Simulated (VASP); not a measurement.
# V (Im-3m) in VASP: notebook

Runs on V. Level: PBE. Tasks: single point.

Everything below comes from runs of VASP 6.6.1. Logs are shortened: lines on timing, memory, paths and dates and some standing lists are left out, and cuts for length are marked.

**1. The cell of the first run**

Symmetry: Im-3m, No. 229, cubic system. The conventional cell has a = 2.997 Å, b = 2.997 Å, c = 2.997 Å, α = 90.00°, β = 90.00°, γ = 90.00°. V (site symmetry m-3m) has 14 V at 2.60 to 3.00 Å within 3.4 Å.

**2. Single point, PBE**

File INCAR:

```
  PREC = Accurate
  ENCUT = 520
  EDIFF = 1E-6
  ISMEAR = 0
  SIGMA = 0.1
  LREAL = F
  LASPH = T
  NELM = 100
  ALGO = Normal
  ISIF = 2
  LWAVE = F
  LCHARG = T
  GGA = PE
  LELF = T
  LVHAR = T
  NBANDS = 12
```

File KPOINTS:

```
Automatic mesh
0
Gamma
  20 20 20
```

File POSCAR:

```
V
1.0
   -1.4986106527      1.4986106527      1.4986106527
    1.4986106527     -1.4986106527      1.4986106527
    1.4986106527      1.4986106527     -1.4986106527
V
1
Direct
    0.0000000000      0.0000000000      0.0000000000
```

Potentials or basis: VASP PAW PBE potentials, release 64 (V_sv).

The run is started by

```console
> cat potpaw_PBE.64/V_sv/POTCAR > POTCAR
> mpirun -np 1 vasp_std > vasp.out
```

OUTCAR:

```text
PREC = Accurate
   ENCUT = 520
   EDIFF = 1E-6
   ISMEAR = 0
   LREAL = F
   LASPH = T
   NELM = 100
   ISIF = 2
   GGA = PE

 ion  position               nearest neighbor table
   1  0.000  0.000  0.000-

  LATTYP: Found a body centered cubic cell.
 ALAT       =     2.9972213054

  Lattice vectors:

 A1 = (  -1.4986106527,   1.4986106527,   1.4986106527)
 A2 = (   1.4986106527,  -1.4986106527,   1.4986106527)
 A3 = (   1.4986106527,   1.4986106527,  -1.4986106527)

Analysis of symmetry for initial positions (statically):
=====================================================================
 Subroutine PRICEL returns:
 Original cell was already a primitive cell.

 Routine SETGRP: Setting up the symmetry group for a
 body centered cubic supercell.

 Subroutine GETGRP returns: Found 48 space group operations
[... 9 lines left out ...]

 Routine SETGRP: Setting up the symmetry group for a
 body centered cubic supercell.

 Subroutine GETGRP returns: Found 48 space group operations
[... 11 lines left out ...]
                                     Primitive cell

  volume of cell :      13.4625

  direct lattice vectors                    reciprocal lattice vectors
    -1.498610653  1.498610653  1.498610653     0.000000000  0.333642363  0.333642363
     1.498610653 -1.498610653  1.498610653     0.333642363  0.000000000  0.333642363
     1.498610653  1.498610653 -1.498610653     0.333642363  0.333642363  0.000000000

  length of vectors
     2.595669791  2.595669791  2.595669791     0.471841555  0.471841555  0.471841555

  position of ions in fractional coordinates (direct lattice)
     0.000000000  0.000000000  0.000000000

  ion indices of the primitive-cell ions
   primitive index   ion index
                 1           1

----------------------------------------------------------------------------------------

 KPOINTS: Automatic mesh

Automatic generation of k-mesh.
 Grid dimensions read from file:
 generate k-points for:   20   20   20

 Generating k-lattice:

  Cartesian coordinates                     Fractional coordinates (reciprocal lattice)
     0.000000000  0.016682118  0.016682118     0.050000000  0.000000000  0.000000000
     0.016682118  0.000000000  0.016682118     0.000000000  0.050000000  0.000000000
     0.016682118  0.016682118  0.000000000     0.000000000  0.000000000  0.050000000

  Length of vectors
     0.023592078  0.023592078  0.023592078

  Shift w.r.t. Gamma in fractional coordinates (k-lattice)
     0.000000000  0.000000000  0.000000000

 Subroutine IBZKPT returns following result:
 ===========================================

 Found    256 irreducible k-points:

 Following reciprocal coordinates:
            Coordinates               Weight
  0.000000  0.000000  0.000000      1.000000
  0.050000  0.000000  0.000000     12.000000
  0.100000  0.000000  0.000000     12.000000
  0.150000  0.000000  0.000000     12.000000
  0.200000  0.000000  0.000000     12.000000
  0.250000  0.000000  0.000000     12.000000
[... 16 lines left out ...]
  0.200000  0.100000  0.000000     48.000000
  0.250000  0.100000 -0.000000     48.000000
 [... further k-points ...]
   k-points           NKPTS =    256   k-points in BZ     NKDIM =    256   number of bands    NBANDS=     12
   number of dos      NEDOS =    301   number of ions     NIONS =      1
   total plane-waves  NPLWV =   8000
   dimension x,y,z NGX =    20 NGY =   20 NGZ =   20
   dimension x,y,z NGXF=    40 NGYF=   40 NGZF=   40
   ions per type =               1
   NGX,Y,Z   is equivalent  to a cutoff of  12.81, 12.81, 12.81 a.u.
   NGXF,Y,Z  is equivalent  to a cutoff of  25.62, 25.62, 25.62 a.u.
 SYSTEM =  unknown system
   PREC   = accura    normal or accurate (medium, high low for compatibility)
   ISTART =      0    job   : 0-new  1-cont  2-samecut
   ICHARG =      2    charge: 1-file 2-atom 10-const
   ISPIN  =      1    spin polarized calculation?
   LNONCOLLINEAR =      F non collinear calculations
   LSORBIT =      F    spin-orbit coupling
   LASPH  =      T    aspherical Exc in radial PAW
   ENCUT  =  520.0 eV  38.22 Ry    6.18 a.u.   4.83  4.83  4.83*2*pi/ulx,y,z
   NELM   =    100;   NELMIN=  2; NELMDL= -5     # of ELM steps
   EDIFF  = 0.1E-05   stopping-criterion for ELM
   LREAL  =      F    real-space projection
   EDIFFG = 0.1E-04   stopping-criterion for IOM
   NSW    =      0    number of steps for IOM
   IBRION =     -1    ionic relax: 0-MD 1-quasi-New 2-CG
   NFREE  =      0    steps in history (QN), initial steepest desc. (CG)
   ISIF   =      2    stress and relaxation
   ISYM   =      2    0-nonsym 1-usesym 2-fastsym
   POTIM  = 0.5000    time-step for ionic-motion
   TEBEG  =    0.0;   TEEND  =   0.0 temperature during run
   PSTRESS=    0.0 pullay stress
   NELECT =      13.0000    total number of electrons
   NUPDOWN=      -1.0000    fix difference up-down
   EMIN   =  10.00;   EMAX   =-10.00  energy-range for DOS
   EFERMI =   0.00;   METHOD = LEGACY
   ISMEAR =     0;   SIGMA  =   0.10  broadening in eV -4-tet -1-fermi 0-gaus
   EFERMI_NEDOS =   21; number of points for ismear=-14 and -15
   IALGO  =     38    algorithm
   IMIX   =      4    mixing-type and parameters
     AMIX     =   0.40;   BMIX     =  1.00
     AMIX_MAG =   1.60;   BMIX_MAG =  1.00
  volume/ion in A,a.u.               =      13.46        90.85
  Fermi-wavevector in a.u.,A,eV,Ry     =   1.618131  3.057825 35.624807  2.618349
  Thomas-Fermi vector in A             =   2.712444
   LORBIT       =      0    0 simple, 1 ext, 2 COOP (PROOUT), +10 PAW based schemes
   GGA     = PE    functional components
   LHFCALC =     F    Hartree Fock is set to
   AEXX    =    0.0000 exact exchange contribution
   IVDW    =     0    specifies the selected vdW correction
   LEPSILON=     F    determine dielectric tensor
   LRPA    =     F    only Hartree local field effects (RPA)
 non-spin polarized calculation
 Gauss-broadening in eV      SIGMA  =   0.10
  energy-cutoff  :      520.00
  volume of cell :       13.46
 maximum number of plane-waves:       374
   NGX =  9   NGY =  9   NGZ =  9

 number of electron      12.9999990 magnetization

 Free energy of the ion-electron system (eV)
  ---------------------------------------------------
  ext. energy  EPLUGINS =         0.00000000
  ---------------------------------------------------
  free energy    TOTEN  =        -8.99675885 eV

  energy without entropy =       -8.98798574  energy(sigma->0) =       -8.99237230

 E-fermi :   9.7098     XC(G=0): -12.9080

 val. band max:        9.7085095691   @ k =  -0.3000   0.3000   0.1500
 cond. band min:       9.7123802237   @ k =   0.1000   0.0500   0.0500
 fundamental gap:      0.0038706547
 Fermi energy:         9.7098232950

 k-point     1 :       0.0000    0.0000    0.0000
  band No.  band energies     occupation
      1     -54.0093      2.00000
      2     -27.3089      2.00000
      3     -27.3089      2.00000
      4     -27.3089      2.00000
      5       3.1259      2.00000
      6      10.1232      0.00000
      7      10.1232      0.00000
      8      10.1232      0.00000
      9      12.1337      0.00000
     10      12.1337      0.00000
     11      30.2050      0.00000
     12      30.2050      0.00000

 k-point     2 :       0.0500    0.0000    0.0000
  band No.  band energies     occupation
      1     -54.0045      2.00000
      2     -27.3319      2.00000
      3     -27.3159      2.00000
      4     -27.3091      2.00000
      5       3.2274      2.00000
      6      10.0798      0.00000
      7      10.1146      0.00000
      8      10.1953      0.00000
      9      12.0827      0.00000
     10      12.1364      0.00000
     11      30.0252      0.00000
     12      30.1929      0.00000

 k-point     3 :       0.1000    0.0000    0.0000
  band No.  band energies     occupation
      1     -53.9906      2.00000
      2     -27.3985      2.00000
      3     -27.3363      2.00000
      4     -27.3095      2.00000
      5       3.5251      2.00000
      6       9.9558      0.00050
      7      10.0772      0.00000
      8      10.4082      0.00000
      9      11.9580      0.00000
     10      12.1459      0.00000
     11      29.4833      0.00000
     12      30.0917      0.00000

 k-point     4 :       0.1500    0.0000    0.0000
  band No.  band energies     occupation
      1     -53.9689      2.00000
      2     -27.5012      2.00000
      3     -27.3678      2.00000
      4     -27.3103      2.00000
      5       3.9976      2.00000
      6       9.7684      0.40766
      7       9.9852      0.00010
      8      10.7508      0.00000
      9      11.8318      0.00000
     10      12.1653      0.00000
     11      28.5747      0.00000
     12      29.7546      0.00000

 k-point     5 :       0.2000    0.0000    0.0000
  band No.  band energies     occupation
      1     -53.9415      2.00000
      2     -27.6291      2.00000
      3     -27.4074      2.00000
      4     -27.3112      2.00000
      5       4.6040      2.00000
      6       9.5411      1.98296
      7       9.8346      0.07761
      8      11.2041      0.00000
      9      11.7753      0.00000
     10      12.1982      0.00000
     11      27.3280      0.00000
     12      29.1172      0.00000
[... 228 lines left out ...]
      1     -53.9567      2.00000
      2     -27.5565      2.00000
      3     -27.3674      2.00000
      4     -27.3308      2.00000
      5       4.2715      2.00000
      6       9.7377      0.69335
      7       9.8137      0.14167
      8      10.9995      0.00000
      9      11.7207      0.00000
     10      12.2314      0.00000
     11      28.3062      0.00000
     12      29.2464      0.00000

 k-point    22 :       0.1500    0.1000    0.0000
  band No.  band energies     occupation
      1     -53.9306      2.00000
      2     -27.6712      2.00000
      3     -27.4057      2.00000
      4     -27.3376      2.00000
      5       4.8633      2.00000
      6       9.5306      1.98874
      7       9.6348      1.71116
      8      11.4744      0.00000
      9      11.6491      0.00000
     10      12.3016      0.00000
     11      27.2847      0.00000
     12      28.4056      0.00000

 k-point    23 :       0.2000    0.1000    0.0000
  band No.  band energies     occupation
      1     -53.9015      2.00000
      2     -27.7948      2.00000
      3     -27.4539      2.00000
      4     -27.3410      2.00000
      5       5.5224      2.00000
      6       9.2883      2.00000
      7       9.4798      1.99886
      8      11.6616      0.00000
      9      12.0376      0.00000
     10      12.3786      0.00000
     11      25.9007      0.00000
     12      27.5730      0.00000

 k-point    24 :       0.2500    0.1000   -0.0000
  band No.  band energies     occupation
      1     -53.8723      2.00000
      2     -27.9159      2.00000
      3     -27.5039      2.00000
      4     -27.3434      2.00000
      5       6.1358      2.00000
      6       9.0605      2.00000
      7       9.4360      1.99989
      8      11.7577      0.00000
      9      12.4200      0.00000
     10      12.6809      0.00000
     11      24.3233      0.00000
     12      26.8106      0.00000

 [... further k-points ...]
[... 5 lines left out ...]
  --------------------------------------------------------------------------------------
  -------------------------------------------------------------------------------------
  Total        0.0163110      0.0163110      0.0163110      0.0000000     -0.0000000      0.0000000
  in kB        1.9411742      1.9411742      1.9411742      0.0000000     -0.0000000      0.0000000
  external PRESSURE =       1.9411742 kB  Pullay stress =       0.0000000 kB

 VOLUME and BASIS-vectors are now :
 -----------------------------------------------------------------------------
  energy-cutoff  :      520.00
  volume of cell :       13.46
      direct lattice vectors                 reciprocal lattice vectors
    -1.498610653  1.498610653  1.498610653     0.000000000  0.333642363  0.333642363
     1.498610653 -1.498610653  1.498610653     0.333642363  0.000000000  0.333642363
     1.498610653  1.498610653 -1.498610653     0.333642363  0.333642363  0.000000000

 POSITION                                       TOTAL-FORCE (eV/Angst)
 -----------------------------------------------------------------------------------
      0.00000      0.00000      0.00000        -0.000000     -0.000000      0.000000
 -----------------------------------------------------------------------------------
    total drift:                                0.000000     -0.000000      0.000000

  FREE ENERGIE OF THE ION-ELECTRON SYSTEM (eV)
  ---------------------------------------------------
  free  energy   TOTEN  =        -8.9967588517 eV

  energy  without entropy=       -8.9879857413  energy(sigma->0) =       -8.99237230
```

It took 12 s on 1 thread of Intel Xeon 6975P-C (Granite Rapids), shared host; peak memory 0.15 GiB.

What came out:

* Free energy: -8.9968 eV
* Pressure: 0.2 GPa

Levels at points of the mesh, in eV from the Fermi level:
| k point | band 5 | band 6 | band 7 | band 8 | band 9 | band 10 |
| --- | --- | --- | --- | --- | --- | --- |
| (0.00, 0.00, 0.00) | -6.58 | 0.41 | 0.41 | 0.41 | 2.42 | 2.42 |
| (0.50, 0.00, 0.00) | -3.17 | -1.13 | 1.65 | 2.42 | 2.78 | 4.12 |
| (0.50, 0.50, 0.50) | -2.99 | -2.99 | 3.72 | 3.72 | 3.72 | 10.21 |

**3. Single point, PBE**

File INCAR:

```
SYSTEM = V
PREC = Accurate
ENCUT = 520
EDIFF = 1E-7
ISMEAR = 0
SIGMA = 0.1
LREAL = .FALSE.
LASPH = .TRUE.
NELM = 100
ALGO = Normal
ISIF = 2
LWAVE = .FALSE.
LCHARG = .FALSE.
GGA = PE
NBANDS = 12
```

File KPOINTS:

```
regular mesh
0
G
  20 20 20
  0 0 0
```

POSCAR is that of step 2.

Potentials or basis: VASP PAW PBE potentials, release 64 (V_sv).

The run is started by

```console
> cat potpaw_PBE.64/V_sv/POTCAR > POTCAR
> mpirun -np 1 vasp_std > vasp.out
```

Run time: 14 s. Hardware: 1 thread of Intel Xeon 6975P-C (Granite Rapids), shared host; peak memory 0.15 GiB.

Results (log left out):

```yaml
Free_energy: -8.9968 eV
Pressure: 0.2 GPa
```

Levels at points of the mesh, in eV from the Fermi level:
| k point | band 5 | band 6 | band 7 | band 8 | band 9 | band 10 |
| --- | --- | --- | --- | --- | --- | --- |
| (0.00, 0.00, 0.00) | -6.58 | 0.41 | 0.41 | 0.41 | 2.42 | 2.42 |
| (0.50, 0.00, 0.00) | -3.17 | -1.13 | 1.65 | 2.42 | 2.78 | 4.12 |
| (0.50, 0.50, 0.50) | -2.99 | -2.99 | 3.72 | 3.72 | 3.72 | 10.21 |
